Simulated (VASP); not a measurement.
# Ga (Cmce) in VASP: notebook

Runs on Ga. Level: LDA. Tasks: single point.

Program: VASP 6.6.1. These are calculated values, not measurements. Logs are shortened: lines on timing, memory, paths and dates and some standing lists are left out, and cuts for length are marked.

### 1 The cell of the first run

Symmetry: Cmce, No. 64, orthorhombic system. Conventional cell: a = 4.436 Å, b = 7.484 Å, c = 4.425 Å, α = 90.00°, β = 90.00°, γ = 90.00°. Within 3.2 Å of Ga (site symmetry m) lie 7 Ga at 2.45 to 2.74 Å.

### 2 Single point, LDA

The input, INCAR:

```
SYSTEM = Ga
  PREC = Accurate
  ENCUT = 520
  EDIFF = 1E-6
  ISMEAR = 0
  SIGMA = 0.3
  LREAL = .FALSE.
  LASPH = .TRUE.
  NELM = 60
  ALGO = Normal
  ISIF = 2
  LWAVE = .FALSE.
  LCHARG = .FALSE.
  NBANDS = 34
```

The input, KPOINTS:

```
regular mesh
0
G
  8 8 7
  0 0 0
```

The input, POSCAR:

```
Ga
1.0
    2.2178908173     -3.7419137528      0.0000000000
    2.2178908173      3.7419137528      0.0000000000
    0.0000000000      0.0000000000      4.4249628129
Ga
4
Direct
    0.8443628362      0.1556371638      0.0859373133
    0.6556371638      0.3443628362      0.5859373133
    0.1556371638      0.8443628362      0.9140626867
    0.3443628362      0.6556371638      0.4140626867
```

Potentials or basis: VASP PAW LDA potentials, release 64 (Ga_d).

Started as:

```sh
$ cat potpaw_LDA.64/Ga_d/POTCAR > POTCAR
$ mpirun -np 1 vasp_std > vasp.out
```

OUTCAR:

```text
SYSTEM = Ga
   PREC = Accurate
   ENCUT = 520
   EDIFF = 1E-6
   ISMEAR = 0
   LREAL = .FALSE.
   LASPH = .TRUE.
   NELM = 60
   ISIF = 2

 ion  position               nearest neighbor table
   1  0.844  0.156  0.086-   3 2.45   2 2.62   2 2.62   4 2.65   4 2.65   3 2.74   3 2.74
   2  0.656  0.344  0.586-   4 2.45   1 2.62   1 2.62   3 2.65   3 2.65   4 2.74   4 2.74
   3  0.156  0.844  0.914-   1 2.45   4 2.62   4 2.62   2 2.65   2 2.65   1 2.74   1 2.74
   4  0.344  0.656  0.414-   2 2.45   3 2.62   3 2.62   1 2.65   1 2.65   2 2.74   2 2.74

  LATTYP: Found a base centered orthorhombic cell.
 ALAT       =     4.4357816346
 B/A-ratio  =     1.6871496665
 C/A-ratio  =     0.9975610112

  Lattice vectors:

 A1 = (   2.2178908173,  -3.7419137528,   0.0000000000)
 A2 = (   2.2178908173,   3.7419137528,   0.0000000000)
 A3 = (   0.0000000000,   0.0000000000,   4.4249628129)

Analysis of symmetry for initial positions (statically):
=====================================================================
 Subroutine PRICEL returns:
 Original cell was already a primitive cell.

 Routine SETGRP: Setting up the symmetry group for a
 base centered orthorhombic supercell.

 Subroutine GETGRP returns: Found  8 space group operations
 (whereof  4 operations were pure point group operations)
 out of a pool of  8 trial point group operations.

The static configuration has the point symmetry C_2h.
 The point group associated with its full space group is D_2h.

Analysis of symmetry for dynamics (positions and initial velocities):
=====================================================================
 Subroutine PRICEL returns:
 Original cell was already a primitive cell.

 Routine SETGRP: Setting up the symmetry group for a
 base centered orthorhombic supercell.

 Subroutine GETGRP returns: Found  8 space group operations
 (whereof  4 operations were pure point group operations)
 out of a pool of  8 trial point group operations.

The dynamic configuration has the point symmetry C_2h.
 The point group associated with its full space group is D_2h.

 Subroutine INISYM returns: Found  8 space group operations
 (whereof  4 operations are pure point group operations),
 and found     1 'primitive' translations

----------------------------------------------------------------------------------------

                                     Primitive cell

  volume of cell :      73.4469

  direct lattice vectors                    reciprocal lattice vectors
     2.217890817 -3.741913753  0.000000000     0.225439411 -0.133621466  0.000000000
     2.217890817  3.741913753  0.000000000     0.225439411  0.133621466  0.000000000
     0.000000000  0.000000000  4.424962813     0.000000000  0.000000000  0.225990600

  length of vectors
     4.349822779  4.349822779  4.424962813     0.262064160  0.262064160  0.225990600

  position of ions in fractional coordinates (direct lattice)
     0.844362836  0.155637164  0.085937313
     0.655637164  0.344362836  0.585937313
     0.155637164  0.844362836  0.914062687
     0.344362836  0.655637164  0.414062687

  ion indices of the primitive-cell ions
   primitive index   ion index
                 1           1
                 2           2
                 3           3
                 4           4

----------------------------------------------------------------------------------------

 KPOINTS: regular mesh

Automatic generation of k-mesh.
 Grid dimensions read from file:
 generate k-points for:    8    8    7

 Generating k-lattice:

  Cartesian coordinates                     Fractional coordinates (reciprocal lattice)
     0.028179926 -0.016702683  0.000000000     0.125000000  0.000000000  0.000000000
     0.028179926  0.016702683  0.000000000     0.000000000  0.125000000  0.000000000
     0.000000000  0.000000000  0.032284371     0.000000000  0.000000000  0.142857143

  Length of vectors
     0.032758020  0.032758020  0.032284371

  Shift w.r.t. Gamma in fractional coordinates (k-lattice)
     0.000000000  0.000000000  0.000000000

 Subroutine IBZKPT returns following result:
 ===========================================

 Found     84 irreducible k-points:

 Following reciprocal coordinates:
            Coordinates               Weight
  0.000000  0.000000  0.000000      1.000000
  0.125000  0.000000  0.000000      4.000000
  0.250000  0.000000  0.000000      4.000000
  0.375000  0.000000  0.000000      4.000000
  0.500000  0.000000  0.000000      2.000000
  0.125000  0.125000  0.000000      2.000000
[... 16 lines left out ...]
  0.125000  0.000000  0.142857      8.000000
  0.250000  0.000000  0.142857      8.000000
 [... further k-points ...]
   k-points           NKPTS =     84   k-points in BZ     NKDIM =     84   number of bands    NBANDS=     34
   number of dos      NEDOS =    301   number of ions     NIONS =      4
   total plane-waves  NPLWV =  36864
   dimension x,y,z NGX =    32 NGY =   32 NGZ =   36
   dimension x,y,z NGXF=    64 NGYF=   64 NGZF=   72
   ions per type =               4
   NGX,Y,Z   is equivalent  to a cutoff of  12.23, 12.23, 13.53 a.u.
   NGXF,Y,Z  is equivalent  to a cutoff of  24.46, 24.46, 27.05 a.u.
 SYSTEM =  Ga
   PREC   = accura    normal or accurate (medium, high low for compatibility)
   ISTART =      0    job   : 0-new  1-cont  2-samecut
   ICHARG =      2    charge: 1-file 2-atom 10-const
   ISPIN  =      1    spin polarized calculation?
   LNONCOLLINEAR =      F non collinear calculations
   LSORBIT =      F    spin-orbit coupling
   LASPH  =      T    aspherical Exc in radial PAW
   ENCUT  =  520.0 eV  38.22 Ry    6.18 a.u.   8.09  8.09  8.23*2*pi/ulx,y,z
   NELM   =     60;   NELMIN=  2; NELMDL= -5     # of ELM steps
   EDIFF  = 0.1E-05   stopping-criterion for ELM
   LREAL  =      F    real-space projection
   EDIFFG = 0.1E-04   stopping-criterion for IOM
   NSW    =      0    number of steps for IOM
   IBRION =     -1    ionic relax: 0-MD 1-quasi-New 2-CG
   NFREE  =      0    steps in history (QN), initial steepest desc. (CG)
   ISIF   =      2    stress and relaxation
   ISYM   =      2    0-nonsym 1-usesym 2-fastsym
   POTIM  = 0.5000    time-step for ionic-motion
   TEBEG  =    0.0;   TEEND  =   0.0 temperature during run
   PSTRESS=    0.0 pullay stress
   NELECT =      52.0000    total number of electrons
   NUPDOWN=      -1.0000    fix difference up-down
   EMIN   =  10.00;   EMAX   =-10.00  energy-range for DOS
   EFERMI =   0.00;   METHOD = LEGACY
   ISMEAR =     0;   SIGMA  =   0.30  broadening in eV -4-tet -1-fermi 0-gaus
   EFERMI_NEDOS =   21; number of points for ismear=-14 and -15
   IALGO  =     38    algorithm
   IMIX   =      4    mixing-type and parameters
     AMIX     =   0.40;   BMIX     =  1.00
     AMIX_MAG =   1.60;   BMIX_MAG =  1.00
  volume/ion in A,a.u.               =      18.36       123.91
  Fermi-wavevector in a.u.,A,eV,Ry     =   1.459099  2.757297 28.966394  2.128970
  Thomas-Fermi vector in A             =   2.575706
   LORBIT       =      0    0 simple, 1 ext, 2 COOP (PROOUT), +10 PAW based schemes
   GGA     = CA    functional components
   LHFCALC =     F    Hartree Fock is set to
   AEXX    =    0.0000 exact exchange contribution
   IVDW    =     0    specifies the selected vdW correction
   LEPSILON=     F    determine dielectric tensor
   LRPA    =     F    only Hartree local field effects (RPA)
 non-spin polarized calculation
 Gauss-broadening in eV      SIGMA  =   0.30
  energy-cutoff  :      520.00
  volume of cell :       73.45
 maximum number of plane-waves:      2002
   NGX = 17   NGY = 17   NGZ = 17

 number of electron      52.0000021 magnetization

 Free energy of the ion-electron system (eV)
  ---------------------------------------------------
  ext. energy  EPLUGINS =         0.00000000
  ---------------------------------------------------
  free energy    TOTEN  =       -14.44278715 eV

  energy without entropy =      -14.40180298  energy(sigma->0) =      -14.42229507

 E-fermi :   5.3686     XC(G=0): -11.3003

 val. band max:        5.3360671941   @ k =   0.0000   0.0000   0.4286
 cond. band min:       5.3865612524   @ k =   0.5000   0.3750   0.1429
 fundamental gap:      0.0504940583
 Fermi energy:         5.3685561476

 k-point     1 :       0.0000    0.0000    0.0000
  band No.  band energies     occupation
      1      -9.9837      2.00000
      2      -9.9770      2.00000
      3      -9.9436      2.00000
      4      -9.9246      2.00000
      5      -9.8948      2.00000
      6      -9.8701      2.00000
[... 26 lines left out ...]
     33      12.4420      0.00000
     34      13.0448      0.00000

 k-point     2 :       0.1250    0.0000    0.0000
  band No.  band energies     occupation
      1      -9.9878      2.00000
      2      -9.9693      2.00000
      3      -9.9486      2.00000
      4      -9.9311      2.00000
      5      -9.8810      2.00000
      6      -9.8668      2.00000
[... 26 lines left out ...]
     33      12.3433      0.00000
     34      13.2246      0.00000

 k-point     3 :       0.2500    0.0000    0.0000
  band No.  band energies     occupation
      1      -9.9897      2.00000
      2      -9.9612      2.00000
      3      -9.9534      2.00000
      4      -9.9390      2.00000
      5      -9.8754      2.00000
      6      -9.8448      2.00000
[... 26 lines left out ...]
     33      11.6685      0.00000
     34      12.7574      0.00000

 k-point     4 :       0.3750    0.0000    0.0000
  band No.  band energies     occupation
      1      -9.9877      2.00000
      2      -9.9639      2.00000
      3      -9.9576      2.00000
      4      -9.9189      2.00000
      5      -9.8916      2.00000
      6      -9.8846      2.00000
[... 26 lines left out ...]
     33      11.4942      0.00000
     34      13.0690      0.00000

 k-point     5 :       0.5000    0.0000    0.0000
  band No.  band energies     occupation
      1      -9.9800      2.00000
      2      -9.9800      2.00000
      3      -9.9331      2.00000
      4      -9.9331      2.00000
      5      -9.8924      2.00000
      6      -9.8924      2.00000
[... 621 lines left out ...]
 k-point    22 :       0.0000    0.0000    0.1429
  band No.  band energies     occupation
      1      -9.9877      2.00000
      2      -9.9723      2.00000
      3      -9.9339      2.00000
      4      -9.9336      2.00000
      5      -9.8950      2.00000
      6      -9.8628      2.00000
[... 26 lines left out ...]
     33      12.1621      0.00000
     34      12.1860      0.00000

 k-point    23 :       0.1250    0.0000    0.1429
  band No.  band energies     occupation
      1      -9.9947      2.00000
      2      -9.9652      2.00000
      3      -9.9418      2.00000
      4      -9.9353      2.00000
      5      -9.8836      2.00000
      6      -9.8570      2.00000
[... 26 lines left out ...]
     33      11.3002      0.00000
     34      12.8893      0.00000

 k-point    24 :       0.2500    0.0000    0.1429
  band No.  band energies     occupation
      1      -9.9945      2.00000
      2      -9.9733      2.00000
      3      -9.9526      2.00000
      4      -9.9221      2.00000
      5      -9.8797      2.00000
      6      -9.8563      2.00000
[... 26 lines left out ...]
     33      11.3592      0.00000
     34      13.8606      0.00000

 [... further k-points ...]
[... 5 lines left out ...]
  --------------------------------------------------------------------------------------
  -------------------------------------------------------------------------------------
  Total        0.0910139      0.0983206      0.0638145      0.0000000     -0.0000000      0.0000000
  in kB        1.9853854      2.1447741      1.3920539      0.0000000     -0.0000000      0.0000000
  external PRESSURE =       1.8407378 kB  Pullay stress =       0.0000000 kB

 VOLUME and BASIS-vectors are now :
 -----------------------------------------------------------------------------
  energy-cutoff  :      520.00
  volume of cell :       73.45
      direct lattice vectors                 reciprocal lattice vectors
     2.217890817 -3.741913753  0.000000000     0.225439411 -0.133621466  0.000000000
     2.217890817  3.741913753  0.000000000     0.225439411  0.133621466  0.000000000
     0.000000000  0.000000000  4.424962813     0.000000000  0.000000000  0.225990600

 POSITION                                       TOTAL-FORCE (eV/Angst)
 -----------------------------------------------------------------------------------
      2.21789     -2.57715      0.38027         0.000000      0.000603     -0.000306
      2.21789     -1.16476      2.59275         0.000000     -0.000603     -0.000306
      2.21789      2.57715      4.04469         0.000000     -0.000603      0.000306
      2.21789      1.16476      1.83221         0.000000      0.000603      0.000306
 -----------------------------------------------------------------------------------
    total drift:                                0.000000      0.000000      0.000000

  FREE ENERGIE OF THE ION-ELECTRON SYSTEM (eV)
  ---------------------------------------------------
  free  energy   TOTEN  =       -14.4427871529 eV

  energy  without entropy=      -14.4018029778  energy(sigma->0) =      -14.42229507
```

Wall time 73 s (1 thread of Intel Xeon 6975P-C (Granite Rapids), shared host); peak memory 0.25 GiB.

What came out:

```
Free energy            : -14.4428 eV
Pressure               : 0.2 GPa
Band gap on the k mesh : zero (band 26 reaches 5.63 eV, above the bottom of band 27 at 4.58 eV)
```

Levels at points of the mesh, in eV from the Fermi level:
| k point | band 22 | band 23 | band 24 | band 25 | band 26 | band 27 | band 28 | band 29 | band 30 | band 31 |
| --- | --- | --- | --- | --- | --- | --- | --- | --- | --- | --- |
| (0.00, 0.00, 0.00) | -4.27 | -3.89 | -1.88 | -1.73 | -0.78 | 0.88 | 0.99 | 1.11 | 5.35 | 5.65 |
| (0.50, 0.00, 0.00) | -8.95 | -3.52 | -3.52 | -1.47 | -1.47 | 0.81 | 0.81 | 4.35 | 4.35 | 5.56 |
| (0.50, 0.50, 0.00) | -7.55 | -4.20 | -3.54 | -1.69 | -1.60 | 1.10 | 1.20 | 3.53 | 3.96 | 4.32 |

### 3 Single point, LDA

The input, INCAR:

```
SYSTEM = Ga
  ALGO = Normal
  EDIFF = 1E-7
  ENCUT = 520
  GGA = CA
  ISIF = 2
  ISMEAR = 0
  LASPH = .True.
  LCHARG = .True.
  LELF = .True.
  LREAL = .False.
  LVHAR = .True.
  LWAVE = .False.
  NBANDS = 34
  NELM = 60
  PREC = Accurate
  SIGMA = 0.6
```

The input, KPOINTS:

```
k-points
0
Gamma
  8 8 7
  0 0 0
```

POSCAR is that of step 2.

Potentials or basis: VASP PAW LDA potentials, release 64 (Ga_d).

Started as:

```sh
$ cat potpaw_LDA.64/Ga_d/POTCAR > POTCAR
$ mpirun -np 1 vasp_std > vasp.out
```

OUTCAR:

```text
SYSTEM = Ga
   EDIFF = 1E-7
   ENCUT = 520
   GGA = CA
   ISIF = 2
   ISMEAR = 0
   LASPH = .True.
   LREAL = .False.
   NELM = 60
   PREC = Accurate

 ion  position               nearest neighbor table
   1  0.844  0.156  0.086-   3 2.45   2 2.62   2 2.62   4 2.65   4 2.65   3 2.74   3 2.74
   2  0.656  0.344  0.586-   4 2.45   1 2.62   1 2.62   3 2.65   3 2.65   4 2.74   4 2.74
   3  0.156  0.844  0.914-   1 2.45   4 2.62   4 2.62   2 2.65   2 2.65   1 2.74   1 2.74
   4  0.344  0.656  0.414-   2 2.45   3 2.62   3 2.62   1 2.65   1 2.65   2 2.74   2 2.74

  LATTYP: Found a base centered orthorhombic cell.
 ALAT       =     4.4357816346
 B/A-ratio  =     1.6871496665
 C/A-ratio  =     0.9975610112

  Lattice vectors:

 A1 = (   2.2178908173,  -3.7419137528,   0.0000000000)
 A2 = (   2.2178908173,   3.7419137528,   0.0000000000)
 A3 = (   0.0000000000,   0.0000000000,   4.4249628129)

Analysis of symmetry for initial positions (statically):
=====================================================================
 Subroutine PRICEL returns:
[... 171 lines left out ...]
  ext. energy  EPLUGINS =         0.00000000
  ---------------------------------------------------
  free energy    TOTEN  =       -14.50602015 eV

  energy without entropy =      -14.32897553  energy(sigma->0) =      -14.41749784

 E-fermi :   5.3750     XC(G=0): -11.3003

 val. band max:        5.3324758636   @ k =   0.0000   0.0000   0.4286
 cond. band min:       5.3858682519   @ k =   0.0000   0.0000   0.4286
 fundamental gap:      0.0533923883
 Fermi energy:         5.3750116910

 k-point     1 :       0.0000    0.0000    0.0000
  band No.  band energies     occupation
      1      -9.9809      2.00000
      2      -9.9751      2.00000
      3      -9.9425      2.00000
      4      -9.9234      2.00000
      5      -9.8922      2.00000
      6      -9.8669      2.00000
[... 877 lines left out ...]
     33      11.3585      0.00000
     34      13.8551      0.00000

 [... further k-points ...]
[... 5 lines left out ...]
  --------------------------------------------------------------------------------------
  -------------------------------------------------------------------------------------
  Total        0.3391275      0.1296095      0.1178645      0.0000000      0.0000000      0.0000000
  in kB        7.3977565      2.8273119      2.5711054      0.0000000      0.0000000      0.0000000
  external PRESSURE =       4.2653912 kB  Pullay stress =       0.0000000 kB

 VOLUME and BASIS-vectors are now :
 -----------------------------------------------------------------------------
  energy-cutoff  :      520.00
  volume of cell :       73.45
      direct lattice vectors                 reciprocal lattice vectors
     2.217890817 -3.741913753  0.000000000     0.225439411 -0.133621466  0.000000000
     2.217890817  3.741913753  0.000000000     0.225439411  0.133621466  0.000000000
     0.000000000  0.000000000  4.424962813     0.000000000  0.000000000  0.225990600

 POSITION                                       TOTAL-FORCE (eV/Angst)
 -----------------------------------------------------------------------------------
      2.21789     -2.57715      0.38027         0.000000      0.030113      0.007662
      2.21789     -1.16476      2.59275         0.000000     -0.030113      0.007662
      2.21789      2.57715      4.04469         0.000000     -0.030113     -0.007662
      2.21789      1.16476      1.83221         0.000000      0.030113     -0.007662
 -----------------------------------------------------------------------------------
    total drift:                                0.000000      0.000000      0.000000

  FREE ENERGIE OF THE ION-ELECTRON SYSTEM (eV)
  ---------------------------------------------------
  free  energy   TOTEN  =       -14.5060201528 eV

  energy  without entropy=      -14.3289755314  energy(sigma->0) =      -14.41749784
```

It took 65 s on 1 thread of Intel Xeon 6975P-C, shared host; peak memory 0.26 GiB.

Results:

* Free energy: -14.5060 eV
* Pressure: 0.4 GPa
* Largest force: 0.031 eV/Å
* Band gap on the k mesh: zero (band 26 reaches 5.63 eV, above the bottom of band 27 at 4.58 eV)

Forces in eV/Å, atoms in the order of the input:
```
Ga   0.000  0.030  0.008
Ga   0.000 -0.030  0.008
Ga   0.000 -0.030 -0.008
Ga   0.000  0.030 -0.008
```

Stress tensor (GPa, compression positive):
```
0.74 0.00 0.00
0.00 0.28 0.00
0.00 0.00 0.26
```
